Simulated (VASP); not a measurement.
Write the native input for VASP 6.6.1 that does the following.

| Property | Result |
| --- | --- |
| Task | single point |
| Functional | PBEsol |
| Potentials or basis | VASP PAW PBE potentials, release 64 (Ga_d, N) |
| Cutoff | 520 eV |
| k mesh | 12 × 12 × 12 |
| Occupations | fermi-dirac, width 0.08 eV |
| Spin | no spin polarisation |
| Dipole correction | no |
| Further INCAR settings | ALGO = Normal; EDIFF = 1e-06; NBANDS = 16 |

The structure of GaN lies in POSCAR:

```
GaN
1.0
    0.0000000000      2.2491336651      2.2491336651
    2.2491336651      0.0000000000      2.2491336651
    2.2491336651      2.2491336651      0.0000000000
Ga N
1 1
Direct
    0.0000000000      0.0000000000      0.0000000000
    0.2500000000      0.2500000000      0.2500000000
```

These files were run (other wordings do the same):

INCAR

```
SYSTEM = GaN
  PREC = Accurate
  ENCUT = 520
  EDIFF = 1E-6
  ISMEAR = -1
  SIGMA = 0.08
  LREAL = .False.
  LASPH = .True.
  NELM = 100
  ALGO = Normal
  ISIF = 2
  LWAVE = .False.
  LCHARG = .True.
  GGA = PS
  LELF = .True.
  LVHAR = .True.
  NBANDS = 16
```

KPOINTS

```
Automatic mesh
0
Gamma
  12 12 12
  0 0 0
```

Potentials or basis: VASP PAW PBE potentials, release 64 (Ga_d, N).

The run is started by

```console
$ cat potpaw_PBE.64/Ga_d/POTCAR potpaw_PBE.64/N/POTCAR > POTCAR
$ mpirun -np 1 vasp_std > vasp.out
```

Results of the run:

- Pressure: -0.2 GPa
- Band gap on the k mesh: 1.72 eV

Caveat: the PAW data sets were made with another functional, which shifts forces and pressure a little.

Wall time 8.9 s on 1 thread of Intel(R) Xeon(R) 6975P-C (Granite Rapids), on a shared host, peak memory 0.15 GiB.
